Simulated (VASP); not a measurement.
# CdF2 (Fm-3m) in VASP: a series of runs

CdF2 is run at these levels: PBE; tasks: single point.

All numbers are computed with VASP 6.6.1; they aren't measurements. Logs are shortened: lines on timing, memory, paths and dates and some standing lists are left out, and cuts for length are marked.

## 1. The cell of the first run

The structure is cubic, space group Fm-3m (No. 225). Conventional cell: a = 5.369 Å, b = 5.369 Å, c = 5.369 Å, α = 90.00°, β = 90.00°, γ = 90.00°. Within 3.1 Å of Cd (site symmetry m-3m) lie 8 F at 2.32 Å. F (site symmetry -43m) has 4 Cd at 2.32 Å and 6 F at 2.68 Å within 3.1 Å.

## 2. Single point, PBE (volume changed by -6%)

Contents of INCAR:

```
SYSTEM = CdF2
PREC = Accurate
ENCUT = 520
EDIFF = 1E-7
ISMEAR = 0
SIGMA = 0.01
LREAL = .FALSE.
LASPH = .TRUE.
NELM = 100
ALGO = Normal
ISIF = 2
LWAVE = .FALSE.
LCHARG = .FALSE.
GGA = PE
NBANDS = 20
```

Contents of KPOINTS:

```
regular mesh
0
G
  6 6 6
  0 0 0
```

Contents of POSCAR:

```
CdF2
1.0
    0.0000000000      2.6844771254      2.6844771254
    2.6844771254      0.0000000000      2.6844771254
    2.6844771254      2.6844771254      0.0000000000
Cd F
1 2
Direct
    0.0000000000      0.0000000000      0.0000000000
    0.2500000000      0.2500000000      0.2500000000
    0.7500000000      0.7500000000      0.7500000000
```

Potentials or basis: VASP PAW PBE potentials, release 64 (Cd, F).

Run with:

```sh
> cat potpaw_PBE.64/Cd/POTCAR potpaw_PBE.64/F/POTCAR > POTCAR
> mpirun -np 1 vasp_std > vasp.out
```

OUTCAR:

```text
SYSTEM = CdF2
   PREC = Accurate
   ENCUT = 520
   EDIFF = 1E-7
   ISMEAR = 0
   LREAL = .FALSE.
   LASPH = .TRUE.
   NELM = 100
   ISIF = 2
   GGA = PE

 ion  position               nearest neighbor table
   1  0.000  0.000  0.000-   3 2.32   3 2.32   3 2.32   2 2.32   3 2.32   2 2.32   2 2.32   2 2.32

   2  0.250  0.250  0.250-   1 2.32   1 2.32   1 2.32   1 2.32
   3  0.750  0.750  0.750-   1 2.32   1 2.32   1 2.32   1 2.32

  LATTYP: Found a face centered cubic cell.
 ALAT       =     5.3689542508

  Lattice vectors:

 A1 = (   0.0000000000,   2.6844771254,   2.6844771254)
 A2 = (   2.6844771254,   0.0000000000,   2.6844771254)
 A3 = (   2.6844771254,   2.6844771254,   0.0000000000)

Analysis of symmetry for initial positions (statically):
=====================================================================
 Subroutine PRICEL returns:
 Original cell was already a primitive cell.

 Routine SETGRP: Setting up the symmetry group for a
 face centered cubic supercell.

 Subroutine GETGRP returns: Found 48 space group operations
 (whereof 48 operations were pure point group operations)
 out of a pool of 48 trial point group operations.

The static configuration has the point symmetry O_h .

Analysis of symmetry for dynamics (positions and initial velocities):
=====================================================================
 Subroutine PRICEL returns:
 Original cell was already a primitive cell.

 Routine SETGRP: Setting up the symmetry group for a
 face centered cubic supercell.

 Subroutine GETGRP returns: Found 48 space group operations
 (whereof 48 operations were pure point group operations)
 out of a pool of 48 trial point group operations.

The dynamic configuration has the point symmetry O_h .

 Subroutine INISYM returns: Found 48 space group operations
 (whereof 48 operations are pure point group operations),
 and found     1 'primitive' translations

----------------------------------------------------------------------------------------

                                     Primitive cell

  volume of cell :      38.6909

  direct lattice vectors                    reciprocal lattice vectors
     0.000000000  2.684477125  2.684477125    -0.186256011  0.186256011  0.186256011
     2.684477125  0.000000000  2.684477125     0.186256011 -0.186256011  0.186256011
     2.684477125  2.684477125  0.000000000     0.186256011  0.186256011 -0.186256011

  length of vectors
     3.796423959  3.796423959  3.796423959     0.322604874  0.322604874  0.322604874

  position of ions in fractional coordinates (direct lattice)
     0.000000000  0.000000000  0.000000000
     0.250000000  0.250000000  0.250000000
     0.750000000  0.750000000  0.750000000

  ion indices of the primitive-cell ions
   primitive index   ion index
                 1           1
                 2           2
                 3           3

----------------------------------------------------------------------------------------

 KPOINTS: regular mesh

Automatic generation of k-mesh.
 Grid dimensions read from file:
 generate k-points for:    6    6    6

 Generating k-lattice:

  Cartesian coordinates                     Fractional coordinates (reciprocal lattice)
    -0.031042668  0.031042668  0.031042668     0.166666667  0.000000000  0.000000000
     0.031042668 -0.031042668  0.031042668     0.000000000  0.166666667  0.000000000
     0.031042668  0.031042668 -0.031042668     0.000000000  0.000000000  0.166666667

  Length of vectors
     0.053767479  0.053767479  0.053767479

  Shift w.r.t. Gamma in fractional coordinates (k-lattice)
     0.000000000  0.000000000  0.000000000

 Subroutine IBZKPT returns following result:
 ===========================================

 Found     16 irreducible k-points:

 Following reciprocal coordinates:
            Coordinates               Weight
  0.000000  0.000000  0.000000      1.000000
  0.166667  0.000000  0.000000      8.000000
  0.333333  0.000000  0.000000      8.000000
  0.500000  0.000000  0.000000      4.000000
  0.166667  0.166667  0.000000      6.000000
  0.333333  0.166667  0.000000     24.000000
[... 8 lines left out ...]
 -0.333333  0.333333  0.166667     24.000000
 -0.333333  0.500000  0.166667     12.000000
   k-points           NKPTS =     16   k-points in BZ     NKDIM =     16   number of bands    NBANDS=     20
   number of dos      NEDOS =    301   number of ions     NIONS =      3
   total plane-waves  NPLWV =  21952
   dimension x,y,z NGX =    28 NGY =   28 NGZ =   28
   dimension x,y,z NGXF=    56 NGYF=   56 NGZF=   56
   ions per type =               1   2
   NGX,Y,Z   is equivalent  to a cutoff of  12.26, 12.26, 12.26 a.u.
   NGXF,Y,Z  is equivalent  to a cutoff of  24.52, 24.52, 24.52 a.u.
 SYSTEM =  CdF2
   PREC   = accura    normal or accurate (medium, high low for compatibility)
   ISTART =      0    job   : 0-new  1-cont  2-samecut
   ICHARG =      2    charge: 1-file 2-atom 10-const
   ISPIN  =      1    spin polarized calculation?
   LNONCOLLINEAR =      F non collinear calculations
   LSORBIT =      F    spin-orbit coupling
   LASPH  =      T    aspherical Exc in radial PAW
   ENCUT  =  520.0 eV  38.22 Ry    6.18 a.u.   7.06  7.06  7.06*2*pi/ulx,y,z
   NELM   =    100;   NELMIN=  2; NELMDL= -5     # of ELM steps
   EDIFF  = 0.1E-06   stopping-criterion for ELM
   LREAL  =      F    real-space projection
   EDIFFG = 0.1E-05   stopping-criterion for IOM
   NSW    =      0    number of steps for IOM
   IBRION =     -1    ionic relax: 0-MD 1-quasi-New 2-CG
   NFREE  =      0    steps in history (QN), initial steepest desc. (CG)
   ISIF   =      2    stress and relaxation
   ISYM   =      2    0-nonsym 1-usesym 2-fastsym
   POTIM  = 0.5000    time-step for ionic-motion
   TEBEG  =    0.0;   TEEND  =   0.0 temperature during run
   PSTRESS=    0.0 pullay stress
   NELECT =      26.0000    total number of electrons
   NUPDOWN=      -1.0000    fix difference up-down
   EMIN   =  10.00;   EMAX   =-10.00  energy-range for DOS
   EFERMI =   0.00;   METHOD = LEGACY
   ISMEAR =     0;   SIGMA  =   0.01  broadening in eV -4-tet -1-fermi 0-gaus
   EFERMI_NEDOS =   21; number of points for ismear=-14 and -15
   IALGO  =     38    algorithm
   IMIX   =      4    mixing-type and parameters
     AMIX     =   0.40;   BMIX     =  1.00
     AMIX_MAG =   1.60;   BMIX_MAG =  1.00
  volume/ion in A,a.u.               =      12.90        87.03
  Fermi-wavevector in a.u.,A,eV,Ry     =   1.433935  2.709745 27.975900  2.056171
  Thomas-Fermi vector in A             =   2.553399
   LORBIT       =      0    0 simple, 1 ext, 2 COOP (PROOUT), +10 PAW based schemes
   GGA     = PE    functional components
   LHFCALC =     F    Hartree Fock is set to
   AEXX    =    0.0000 exact exchange contribution
   IVDW    =     0    specifies the selected vdW correction
   LEPSILON=     F    determine dielectric tensor
   LRPA    =     F    only Hartree local field effects (RPA)
 non-spin polarized calculation
 Gauss-broadening in eV      SIGMA  =   0.01
  energy-cutoff  :      520.00
  volume of cell :       38.69
 maximum number of plane-waves:      1056
   NGX = 15   NGY = 15   NGZ = 15

 number of electron      25.9999997 magnetization

 Free energy of the ion-electron system (eV)
  ---------------------------------------------------
  ext. energy  EPLUGINS =         0.00000000
  ---------------------------------------------------
  free energy    TOTEN  =       -10.84080857 eV

  energy without entropy =      -10.84080857  energy(sigma->0) =      -10.84080857

 E-fermi :  -1.1319     XC(G=0): -10.4701

 val. band max:       -1.2502083528   @ k =  -0.3333   0.5000   0.1667
 cond. band min:       1.8757234479   @ k =   0.0000   0.0000   0.0000
 fundamental gap:      3.1259318007
 Fermi energy:        -1.1319251482

 k-point     1 :       0.0000    0.0000    0.0000
  band No.  band energies     occupation
      1     -22.0949      2.00000
      2     -20.9609      2.00000
      3      -6.8798      2.00000
      4      -6.8798      2.00000
      5      -6.8798      2.00000
      6      -5.6249      2.00000
[... 12 lines left out ...]
     19      18.7446      0.00000
     20      18.7446      0.00000

 k-point     2 :       0.1667    0.0000    0.0000
  band No.  band energies     occupation
      1     -22.0066      2.00000
      2     -21.0396      2.00000
      3      -6.7768      2.00000
      4      -6.7768      2.00000
      5      -6.5830      2.00000
      6      -5.6535      2.00000
[... 12 lines left out ...]
     19      18.1209      0.00000
     20      18.1209      0.00000

 k-point     3 :       0.3333    0.0000    0.0000
  band No.  band energies     occupation
      1     -21.7828      2.00000
      2     -21.2407      2.00000
      3      -6.5935      2.00000
      4      -6.5935      2.00000
      5      -5.8619      2.00000
      6      -5.6319      2.00000
[... 12 lines left out ...]
     19      17.3315      0.00000
     20      18.1952      0.00000

 k-point     4 :       0.5000    0.0000    0.0000
  band No.  band energies     occupation
      1     -21.5438      2.00000
      2     -21.4661      2.00000
      3      -6.5285      2.00000
      4      -6.5285      2.00000
      5      -5.5520      2.00000
      6      -5.5520      2.00000
[... 12 lines left out ...]
     19      17.0311      0.00000
     20      17.6226      0.00000

 k-point     5 :       0.1667    0.1667    0.0000
  band No.  band energies     occupation
      1     -21.9808      2.00000
      2     -21.0599      2.00000
      3      -6.7218      2.00000
      4      -6.7218      2.00000
      5      -6.5093      2.00000
      6      -5.7830      2.00000
[... 12 lines left out ...]
     19      19.0061      0.00000
     20      19.4243      0.00000
[... 169 lines left out ...]
      6      -5.5055      2.00000
[... 12 lines left out ...]
     19      18.3325      0.00000
     20      20.2605      0.00000

 k-point    14 :       0.5000    0.3333    0.1667
  band No.  band energies     occupation
      1     -21.6619      2.00000
      2     -21.3286      2.00000
      3      -6.4069      2.00000
      4      -6.2532      2.00000
      5      -6.0022      2.00000
      6      -5.6318      2.00000
[... 12 lines left out ...]
     19      18.2114      0.00000
     20      20.2976      0.00000

 k-point    15 :      -0.3333    0.3333    0.1667
  band No.  band energies     occupation
      1     -21.4976      2.00000
      2     -21.4780      2.00000
      3      -6.3537      2.00000
      4      -6.1470      2.00000
      5      -5.7944      2.00000
      6      -5.7039      2.00000
[... 12 lines left out ...]
     19      17.8143      0.00000
     20      20.6940      0.00000

 k-point    16 :      -0.3333    0.5000    0.1667
  band No.  band energies     occupation
      1     -21.5487      2.00000
      2     -21.4136      2.00000
      3      -6.4389      2.00000
      4      -5.8838      2.00000
      5      -5.8224      2.00000
      6      -5.7602      2.00000
[... 12 lines left out ...]
     19      19.1252      0.00000
     20      19.5741      0.00000

------------------------ aborting loop because EDIFF is reached ----------------------------------------

  FORCE on cell =-STRESS in cart. coord.  units (eV):
  Direction    XX          YY          ZZ          XY          YZ          ZX
  --------------------------------------------------------------------------------------
  -------------------------------------------------------------------------------------
  Total        1.8192902      1.8192902      1.8192902      0.0000000      0.0000000      0.0000000
  in kB       75.3361534     75.3361534     75.3361534      0.0000000      0.0000000      0.0000000
  external PRESSURE =      75.3361534 kB  Pullay stress =       0.0000000 kB

 VOLUME and BASIS-vectors are now :
 -----------------------------------------------------------------------------
  energy-cutoff  :      520.00
  volume of cell :       38.69
      direct lattice vectors                 reciprocal lattice vectors
     0.000000000  2.684477125  2.684477125    -0.186256011  0.186256011  0.186256011
     2.684477125  0.000000000  2.684477125     0.186256011 -0.186256011  0.186256011
     2.684477125  2.684477125  0.000000000     0.186256011  0.186256011 -0.186256011

 POSITION                                       TOTAL-FORCE (eV/Angst)
 -----------------------------------------------------------------------------------
      0.00000      0.00000      0.00000         0.000000      0.000000      0.000000
      1.34224      1.34224      1.34224         0.000000      0.000000      0.000000
      4.02672      4.02672      4.02672        -0.000000     -0.000000     -0.000000
 -----------------------------------------------------------------------------------
    total drift:                                0.000000      0.000000      0.000000

  FREE ENERGIE OF THE ION-ELECTRON SYSTEM (eV)
  ---------------------------------------------------
  free  energy   TOTEN  =       -10.8408085724 eV

  energy  without entropy=      -10.8408085724  energy(sigma->0) =      -10.84080857
```

Run time: 8.1 s. Hardware: 1 thread of Intel Xeon Platinum 8488C (Sapphire Rapids), shared host; peak memory 0.16 GiB.

What came out:

- Free energy: -10.8408 eV
- Pressure: 7.5 GPa
- Band gap on the k mesh: 3.13 eV, indirect (least direct gap 3.59 eV)

[end of part 1 of 3]
